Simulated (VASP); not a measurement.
# InSb in VASP: notebook

InSb is run at these levels: PBE+D3(BJ); tasks: single point.

Everything below comes from runs of VASP 6.6.1. Logs are shortened: lines on timing, memory, paths and dates and some standing lists are left out, and cuts for length are marked.

## (1) The cell of the first run

The cell holds a slab with vacuum, 12 atoms: a = 9.259 Å, b = 6.547 Å, c = 24.923 Å, α = 90.00°, β = 90.00°, γ = 90.00°.

## (2) Single point, PBE+D3(BJ)

INCAR reads:

```
SYSTEM = InSb
  PREC = Accurate
  ENCUT = 520
  EDIFF = 1E-7
  ISMEAR = 0
  SIGMA = 0.1
  LREAL = .FALSE.
  LASPH = .TRUE.
  NELM = 60
  ALGO = Normal
  ISIF = 2
  LWAVE = .FALSE.
  LCHARG = .TRUE.
  LDIPOL = .TRUE.
  IDIPOL = 3
  DIPOL = 0.5 0.5 0.414
  GGA = PE
  IVDW = 12
  LELF = .TRUE.
  LVHAR = .TRUE.
  LVACPOTAV = .TRUE.
  NBANDS = 66
```

KPOINTS reads:

```
Automatic mesh
0
G
  2 3 1
  0 0 0
```

POSCAR reads:

```
InSb
1.0
    9.2586444710      0.0000000000      0.0000000000
    0.0000000000      6.5468502901      0.0000000000
    0.0000000000      0.0000000000     24.9226222355
In Sb
6 6
Direct
    0.2500000000      0.5000000000      0.3209935104
    0.7500000000      0.5000000000      0.3209935104
    0.4979555082      0.0924733552      0.4287513488
   -0.0005060184      0.0570075624      0.4222708737
    0.7459141216      0.5311977220      0.4899599758
    0.2583994800      0.5295723723      0.4916622643
    0.5000000000      0.2500000000      0.3209935104
    0.0000000000      0.2500000000      0.3209935104
    0.7422874342      0.8186097368      0.4030808018
    0.2551822969      0.8145772011      0.4035642773
   -0.0002947437      0.2969386387      0.5150278242
    0.5026493006      0.3049123940      0.5294807520
```

Potentials or basis: VASP PAW PBE potentials, release 64 (In_d, Sb).

On the command line:

```bash
$ cat potpaw_PBE.64/In_d/POTCAR potpaw_PBE.64/Sb/POTCAR > POTCAR
$ mpirun -np 1 vasp_std > vasp.out
```

OUTCAR:

```text
SYSTEM = InSb
   PREC = Accurate
   ENCUT = 520
   EDIFF = 1E-7
   ISMEAR = 0
   LREAL = .FALSE.
   LASPH = .TRUE.
   NELM = 60
   ISIF = 2
   GGA = PE
   IVDW = 12
 IVDW          = 12

 ion  position               nearest neighbor table
   1  0.250  0.500  0.321-   7 2.83   8 2.83  10 2.91
   2  0.750  0.500  0.321-   7 2.83   8 2.83   9 2.92
   3  0.498  0.092  0.429-  12 2.87   7 2.88   9 2.96  10 2.96   6 3.95   5 3.98
   4  0.999  0.057  0.422-  11 2.79   8 2.82   9 2.89  10 2.89
   5  0.746  0.531  0.490-   9 2.87  12 2.87  11 2.87   3 3.98
   6  0.258  0.530  0.492-  12 2.86  10 2.88  11 2.90   3 3.95
   7  0.500  0.250  0.321-   1 2.83   2 2.83   3 2.88
   8  0.000  0.250  0.321-   4 2.82   2 2.83   1 2.83
   9  0.742  0.819  0.403-   5 2.87   4 2.89   2 2.92   3 2.96
  10  0.255  0.815  0.404-   6 2.88   4 2.89   1 2.91   3 2.96
  11  1.000  0.297  0.515-   4 2.79   5 2.87   6 2.90
  12  0.503  0.305  0.529-   6 2.86   5 2.87   3 2.87

  LATTYP: Found a simple orthorhombic cell.
 ALAT       =     6.5468502901
 B/A-ratio  =     1.4142135624
 C/A-ratio  =     3.8068110818

  Lattice vectors:

 A1 = (   0.0000000000,  -6.5468502901,   0.0000000000)
 A2 = (   9.2586444710,   0.0000000000,   0.0000000000)
 A3 = (   0.0000000000,   0.0000000000,  24.9226222355)

Analysis of symmetry for initial positions (statically):
=====================================================================
 Subroutine PRICEL returns:
 Original cell was already a primitive cell.

 Routine SETGRP: Setting up the symmetry group for a
 simple orthorhombic supercell.

 Subroutine GETGRP returns: Found  1 space group operations
 (whereof  1 operations were pure point group operations)
 out of a pool of  8 trial point group operations.

The static configuration has the point symmetry C_1 .

Analysis of symmetry for dynamics (positions and initial velocities):
=====================================================================
 Subroutine PRICEL returns:
 Original cell was already a primitive cell.

 Routine SETGRP: Setting up the symmetry group for a
 simple orthorhombic supercell.

 Subroutine GETGRP returns: Found  1 space group operations
 (whereof  1 operations were pure point group operations)
 out of a pool of  8 trial point group operations.

[... 109 lines left out ...]
   PSTRESS=    0.0 pullay stress
   NELECT =     108.0000    total number of electrons
   NUPDOWN=      -1.0000    fix difference up-down
   EMIN   =  10.00;   EMAX   =-10.00  energy-range for DOS
   EFERMI =   0.00;   METHOD = LEGACY
   ISMEAR =     0;   SIGMA  =   0.10  broadening in eV -4-tet -1-fermi 0-gaus
   EFERMI_NEDOS =   21; number of points for ismear=-14 and -15
   IALGO  =     38    algorithm
   IMIX   =      4    mixing-type and parameters
     AMIX     =   0.40;   BMIX     =  1.00
     AMIX_MAG =   1.60;   BMIX_MAG =  1.00
  volume/ion in A,a.u.               =     125.89       849.55
  Fermi-wavevector in a.u.,A,eV,Ry     =   0.679451  1.283976  6.281182  0.461654
  Thomas-Fermi vector in A             =   1.757652
   LORBIT       =      0    0 simple, 1 ext, 2 COOP (PROOUT), +10 PAW based schemes
   GGA     = PE    functional components
   LHFCALC =     F    Hartree Fock is set to
   AEXX    =    0.0000 exact exchange contribution
   IVDW    =    12    specifies the selected vdW correction
   LEPSILON=     F    determine dielectric tensor
   LRPA    =     F    only Hartree local field effects (RPA)
 non-spin polarized calculation
 Gauss-broadening in eV      SIGMA  =   0.10
  energy-cutoff  :      520.00
  volume of cell :     1510.68
 maximum number of plane-waves:     40720
 NGX is ok and might be reduce to    70
   NGX = 35   NGY = 25   NGZ = 93

 number of electron     108.0000017 magnetization

 dipolmoment           0.000000      0.000000      0.042322 electrons x Angstroem

 Free energy of the ion-electron system (eV)
  ---------------------------------------------------
  ext. energy  EPLUGINS =         0.00000000
  ---------------------------------------------------
  free energy    TOTEN  =       -37.87526653 eV

  energy without entropy =      -37.85281936  energy(sigma->0) =      -37.86404294

 E-fermi :  -1.8354     XC(G=0):  -2.9717

 val. band max:       -1.8523030457   @ k =   0.0000   0.0000   0.0000
 cond. band min:      -1.7766065316   @ k =   0.0000   0.3333   0.0000
 fundamental gap:      0.0756965142
 Fermi energy:        -1.8354128554

 k-point     1 :       0.0000    0.0000    0.0000
  band No.  band energies     occupation
      1     -16.5556      2.00000
      2     -16.5481      2.00000
      3     -16.5254      2.00000
      4     -16.5171      2.00000
      5     -16.5147      2.00000
      6     -16.5064      2.00000
[... 265 lines left out ...]
     65       1.8010      0.00000
     66       1.8779      0.00000

------------------------ aborting loop because EDIFF is reached ----------------------------------------

 Edisp (eV)   -2.43015

 E8    (eV) :    -1.2180

  FORCE on cell =-STRESS in cart. coord.  units (eV):
  Direction    XX          YY          ZZ          XY          YZ          ZX
  --------------------------------------------------------------------------------------
  -------------------------------------------------------------------------------------
  Total      -3.90636    -5.51339     0.47962    -0.13695    -0.26067    -0.00162
  in kB      -4.14295    -5.84730     0.50866    -0.14524    -0.27645    -0.00172
  external pressure =       -3.16 kB  Pullay stress =        0.00 kB

 VOLUME and BASIS-vectors are now :
 -----------------------------------------------------------------------------
  energy-cutoff  :      520.00
  volume of cell :     1510.68
      direct lattice vectors                 reciprocal lattice vectors
     9.258644471  0.000000000  0.000000000     0.108007171  0.000000000  0.000000000
     0.000000000  6.546850290  0.000000000     0.000000000  0.152745207  0.000000000
     0.000000000  0.000000000 24.922622236     0.000000000  0.000000000  0.040124189

 POSITION                                       TOTAL-FORCE (eV/Angst)
 -----------------------------------------------------------------------------------
      2.31466      3.27343      8.00000        -0.012731     -0.232723      0.611131
      6.94398      3.27343      8.00000         0.014014     -0.207563      0.634582
      4.61039      0.60541     10.68561        -0.002745     -0.009639     -0.172825
      9.25396      0.37322     10.52410         0.005750      0.105304     -0.008802
      6.90615      3.47767     12.21109         0.116445     -0.345379     -0.335551
      2.39243      3.46703     12.25351        -0.223174     -0.347483     -0.388054
      4.62932      1.63671      8.00000        -0.007420      0.062321     -0.513910
      0.00000      1.63671      8.00000         0.002474      0.251601     -0.969814
      6.87258      5.35932     10.04583        -0.085420      0.176864      0.225803
      2.36264      5.33291     10.05788         0.113705      0.221254      0.284196
      9.25592      1.94401     12.83584         0.064670      0.214722      0.603638
      4.65385      1.99622     13.19605         0.014431      0.110721      0.029605
 -----------------------------------------------------------------------------------
    total drift:                               -0.000376     -0.000328      0.000038

  FREE ENERGIE OF THE ION-ELECTRON SYSTEM (eV)
  ---------------------------------------------------
  free  energy   TOTEN  =       -40.3054192948 eV

  energy  without entropy=      -40.2829721312  energy(sigma->0) =      -40.29419571

 vacuum level on the upper side and lower side of the slab         2.631         2.505
```

stdout:

```text
POSCAR found type information on POSCAR InSb
 POSCAR found :  2 types and      12 ions
 scaLAPACK will be used
 LDA part: xc-table for (Slater+PW92), standard interpolation
 POSCAR, INCAR and KPOINTS ok, starting setup
 FFT: planning ... GRIDC
 FFT: planning ... GRID_SOFT
 FFT: planning ... GRID
 WAVECAR not read
 entering main loop
 -----------------------------------------------------------------------------
|                                                                             |
|           W    W    AA    RRRRR   N    N  II  N    N   GGGG   !!!           |
|           W    W   A  A   R    R  NN   N  II  NN   N  G    G  !!!           |
|           W    W  A    A  R    R  N N  N  II  N N  N  G       !!!           |
|           W WW W  AAAAAA  RRRRR   N  N N  II  N  N N  G  GGG   !            |
|           WW  WW  A    A  R   R   N   NN  II  N   NN  G    G                |
|           W    W  A    A  R    R  N    N  II  N    N   GGGG   !!!           |
|                                                                             |
|     Did not find any points to average over, which means that no vacuum     |
|     field-free region was found. Please increase the size of  your cell     |
|     in the dimension of the dipole correction to obtain accurate            |
|     workfunction values.                                                    |
|                                                                             |
 -----------------------------------------------------------------------------
```

Wall time 19 min (1 thread of Intel Xeon 6975P-C (Granite Rapids), shared host); peak memory 1.2 GiB.

What came out:

* Free energy: -40.3054 eV
* Largest force: 1.002 eV/Å
* Band gap on the k mesh: 0.08 eV, indirect (least direct gap 0.38 eV)
* Dispersion energy per atom: -0.203 eV

Forces on the atoms (eV/Å):
```
In  -0.013 -0.233  0.611
In   0.014 -0.208  0.635
In  -0.003 -0.010 -0.173
In   0.006  0.105 -0.009
In   0.116 -0.345 -0.336
In  -0.223 -0.347 -0.388
Sb  -0.007  0.062 -0.514
Sb   0.002  0.252 -0.970
Sb  -0.085  0.177  0.226
Sb   0.114  0.221  0.284
Sb   0.065  0.215  0.604
Sb   0.014  0.111  0.030
```

Caveat: spin-orbit coupling is left out, which moves the levels of the heavy elements.

## (3) Single point, PBE+D3(BJ)

This run uses another cell than the first one, of 114.31 Å³/atom, 0.908 times its volume.

INCAR reads:

```
PREC = Accurate
ENCUT = 400
EDIFF = 1E-6
ISMEAR = 0
SIGMA = 0.1
LREAL = F
LASPH = T
NELM = 120
ALGO = Normal
ISIF = 2
LWAVE = F
LCHARG = F
LDIPOL = T
IDIPOL = 3
DIPOL = 0.5 0.5 0.454
GGA = PE
IVDW = 12
NBANDS = 66
GGA_COMPAT = F
NELMDL = -8
```

KPOINTS reads:

```
regular mesh
0
Gamma
  2 3 1
```

POSCAR reads:

```
InSb
1.0
    9.2586444710      0.0000000000      0.0000000000
    0.0000000000      6.5468502901      0.0000000000
    0.0000000000      0.0000000000     22.6293222355
In Sb
6 6
Direct
    0.2500000000      0.5000000000      0.3535236238
    0.7500000000      0.5000000000      0.3535236238
    0.5004896782      0.0718863139      0.4693151391
    0.0006899417      0.0719053768      0.4693187148
    0.7506136576      0.4997567012      0.5301707727
    0.2505982070      0.5017146481      0.5304909416
    0.5000000000      0.2500000000      0.3535236238
    0.0000000000      0.2500000000      0.3535236238
    0.7505547622      0.8199224429      0.4443143017
    0.2505451876      0.8202897419      0.4437922310
    0.0003722288      0.3010951574      0.5761001246
    0.5008193239      0.3011117469      0.5760877950
```

Potentials or basis: VASP PAW PBE potentials, release 64 (In_d, Sb).

On the command line:

```bash
$ cat potpaw_PBE.64/In_d/POTCAR potpaw_PBE.64/Sb/POTCAR > POTCAR
$ mpirun -np 1 vasp_std > vasp.out
```

Run time: 8.9 min. Hardware: 1 thread of Intel Xeon Platinum 8559C (Emerald Rapids), shared host; peak memory 0.86 GiB.

Results (log left out):

```yaml
Free_energy: -40.5459 eV
Largest_force: 0.705 eV/Å
Band_gap_on_the_k_mesh: 0.18 eV
Dispersion_energy_per_atom: -0.204 eV
```

Forces in eV/Å, atoms in the order of the input:
```
In   0.000 -0.150  0.664
In   0.000 -0.132  0.674
In   0.001  0.022 -0.012
In  -0.002  0.022 -0.012
In   0.000 -0.005 -0.018
In   0.000 -0.032 -0.029
Sb   0.001  0.133 -0.692
Sb   0.001  0.133 -0.692
Sb   0.000  0.012 -0.014
Sb   0.000  0.012  0.027
Sb   0.024 -0.007  0.052
Sb  -0.024 -0.008  0.053
```

Levels at points of the mesh, in eV from the valence-band top:
| k point | band 50 | band 51 | band 52 | band 53 | band 54 | band 55 | band 56 | band 57 | band 58 | band 59 |
| --- | --- | --- | --- | --- | --- | --- | --- | --- | --- | --- |
| (0.00, 0.00, 0.00) | -1.16 | -0.77 | -0.76 | -0.43 | 0.00 | 0.30 | 0.51 | 0.93 | 1.21 | 1.71 |
| (0.50, 0.00, 0.00) | -1.57 | -0.82 | -0.82 | -0.58 | -0.57 | 0.71 | 0.72 | 1.67 | 1.68 | 2.07 |

Caveat: spin-orbit coupling is left out, which moves the levels of the heavy elements.

## (4) Single point, PBE+D3(BJ)

This run uses another cell than the first one, of 121.63 Å³/atom, 0.966 times its volume.

INCAR reads:

```
ALGO     = Normal         # electronic algorithm
DIPOL    = 0.5 0.5 0.427
EDIFF    = 1E-6           # SCF threshold, eV
ENCUT    = 520            # plane-wave cutoff, eV
GGA      = PE             # functional
IDIPOL   = 3            
ISIF     = 2              # what is computed and relaxed
ISMEAR   = 0              # smearing method
IVDW     = 12             # dispersion correction
LASPH    = True           # aspherical terms in the spheres
LCHARG   = False          # write CHGCAR
LDIPOL   = True         
LREAL    = False          # projectors in reciprocal space
LWAVE    = False          # write WAVECAR
NBANDS   = 66             # bands
NELM     = 60             # most SCF steps
PREC     = Accurate       # precision mode
SIGMA    = 0.1            # smearing width, eV
```

KPOINTS reads:

```
k-points
0
Gamma
  2 3 1
```

POSCAR reads:

```
InSb
1.0
    9.2586444657      0.0000000000      0.0000000000
    0.0000000000      6.5468502863      0.0000000000
    0.0000000000      0.0000000000     24.0793222328
In Sb
6 6
Direct
    0.2500000000      0.5000000000      0.3322352648
    0.7500000000      0.5000000000      0.3322352648
    0.4973644508      0.0768546986      0.4415087917
   -0.0046144912      0.0635447783      0.4394377477
    0.7531178987      0.5041027893      0.5044148023
    0.2428908600      0.5037494713      0.4961131422
    0.5000000000      0.2500000000      0.3322352648
    0.0000000000      0.2500000000      0.3322352648
    0.7445597277      0.8142302293      0.4198157990
    0.2488552316      0.8227638206      0.4158367608
    0.0035718880      0.2853901937      0.5398546463
    0.4912070812      0.3125635437      0.5410418824
```

Potentials or basis: VASP PAW PBE potentials, release 64 (In_d, Sb).

On the command line:

```bash
$ cat potpaw_PBE.64/In_d/POTCAR potpaw_PBE.64/Sb/POTCAR > POTCAR
$ mpirun -np 1 vasp_std > vasp.out
```

OUTCAR:

```text
EDIFF = 1E-6
   ENCUT = 520
   GGA = PE
   ISIF = 2
   ISMEAR = 0
   IVDW = 12
   LASPH = True
   LREAL = False
   NELM = 60
   PREC = Accurate
 IVDW          = 12

 ion  position               nearest neighbor table
   1  0.250  0.500  0.332-   7 2.83   8 2.83  10 2.92   6 3.95
   2  0.750  0.500  0.332-   7 2.83   8 2.83   9 2.95
   3  0.497  0.077  0.442-  12 2.85   7 2.87  10 2.91   9 2.91   6 3.88   5 3.97
   4  0.995  0.064  0.439-  11 2.82   8 2.86   9 2.88  10 2.88   6 3.93   5 3.97
   5  0.753  0.504  0.504-  11 2.86  12 2.87   9 2.88   3 3.97   4 3.97
   6  0.243  0.504  0.496-  12 2.83  11 2.84  10 2.85   3 3.88   4 3.93   1 3.95
[... 495 lines left out ...]
  energy-cutoff  :      520.00
  volume of cell :     1459.57
      direct lattice vectors                 reciprocal lattice vectors
     9.258644466  0.000000000  0.000000000     0.108007171  0.000000000  0.000000000
     0.000000000  6.546850286  0.000000000     0.000000000  0.152745207  0.000000000
     0.000000000  0.000000000 24.079322233     0.000000000  0.000000000  0.041529408

 POSITION                                       TOTAL-FORCE (eV/Angst)
 -----------------------------------------------------------------------------------
      2.31466      3.27343      8.00000         0.005205     -0.179742      0.645220
      6.94398      3.27343      8.00000        -0.003393     -0.133551      0.720797
      4.60492      0.50316     10.63123         0.051719      0.041092      0.021939
      9.21592      0.41602     10.58136        -0.040793      0.052345     -0.065592
      6.97285      3.30029     12.14597        -0.103318     -0.114566     -0.204878
      2.24884      3.29797     11.94607         0.030501     -0.001727     -0.021723
      4.62932      1.63671      8.00000        -0.004642      0.115132     -0.712399
      0.00000      1.63671      8.00000        -0.009250      0.171714     -0.755525
      6.89361      5.33064     10.10888         0.002767     -0.001747      0.016865
      2.30406      5.38651     10.01307        -0.003193      0.030907      0.000810
      0.03307      1.86841     12.99933        -0.086390      0.117413      0.207783
      4.54791      2.04631     13.02792         0.160786     -0.097269      0.146704
 -----------------------------------------------------------------------------------
    total drift:                               -0.000568     -0.000268     -0.000450

  FREE ENERGIE OF THE ION-ELECTRON SYSTEM (eV)
  ---------------------------------------------------
  free  energy   TOTEN  =       -40.5046802778 eV

  energy  without entropy=      -40.4924924472  energy(sigma->0) =      -40.49858636

 vacuum level on the upper side and lower side of the slab         2.641         2.472
```

OSZICAR:

```text
N       E                     dE             d eps       ncg     rms          rms(c)
DAV:   1     0.820700103418E+03    0.82070E+03   -0.39747E+04   656   0.123E+03
DAV:   2     0.334650377433E+02   -0.78724E+03   -0.77232E+03   620   0.302E+02
DAV:   3    -0.363359621865E+02   -0.69801E+02   -0.69273E+02   624   0.126E+02
[... 18 lines left out ...]
DAV:  22    -0.380543684336E+02   -0.66959E-05   -0.25148E-07   374   0.201E-03    0.563E-04
DAV:  23    -0.380543710318E+02   -0.25981E-05   -0.90974E-08   362   0.104E-03    0.480E-04
DAV:  24    -0.380543737574E+02   -0.27256E-05   -0.52429E-08   354   0.831E-04    0.197E-04
DAV:  25    -0.380543751300E+02   -0.13727E-05   -0.35559E-08   346   0.770E-04    0.248E-04
DAV:  26    -0.380543760053E+02   -0.87529E-06   -0.11804E-08   348   0.477E-04
   1 F= -.40504680E+02 E0= -.40498586E+02  d E =-.121878E-01
```

It took 23 min on 1 thread of Oxide Virtual Turin-like, shared host; peak memory 1.2 GiB.

Results:

| Item | Value |
| --- | --- |
| Free energy | -40.5047 eV |
| Largest force | 0.775 eV/Å |
| Band gap on the k mesh | 0.17 eV |
| Dispersion energy per atom | -0.204 eV |

Forces in eV/Å, atoms in the order of the input:
```
In   0.005 -0.180  0.645
In  -0.003 -0.134  0.721
In   0.052  0.041  0.022
In  -0.041  0.052 -0.066
In  -0.103 -0.115 -0.205
In   0.031 -0.002 -0.022
Sb  -0.005  0.115 -0.712
Sb  -0.009  0.172 -0.756
Sb   0.003 -0.002  0.017
Sb  -0.003  0.031  0.001
Sb  -0.086  0.117  0.208
Sb   0.161 -0.097  0.147
```

Caveat: spin-orbit coupling is left out, which moves the levels of the heavy elements.

## (5) Summary

```csv
cell,cutoff (eV),gap on the mesh (eV),largest force (eV/Å)
"a = 9.259, b = 6.547, c = 24.923 Å, 12 atoms",520,0.08,1.00
"a = 9.259, b = 6.547, c = 22.629 Å, 12 atoms",400,0.18,0.70
"a = 9.259, b = 6.547, c = 24.079 Å, 12 atoms",520,0.17,0.77
```

Alike in all rows: task single point; level PBE+D3(BJ); potentials or basis VASP PAW PBE potentials, release 64 (In_d, Sb); no spin polarisation; k mesh 2 × 3 × 1; smearing gaussian 0.1 eV.

Caveats: spin-orbit coupling is left out, which moves the levels of the heavy elements.

Absolute energies hang on the potentials; compare differences alone.
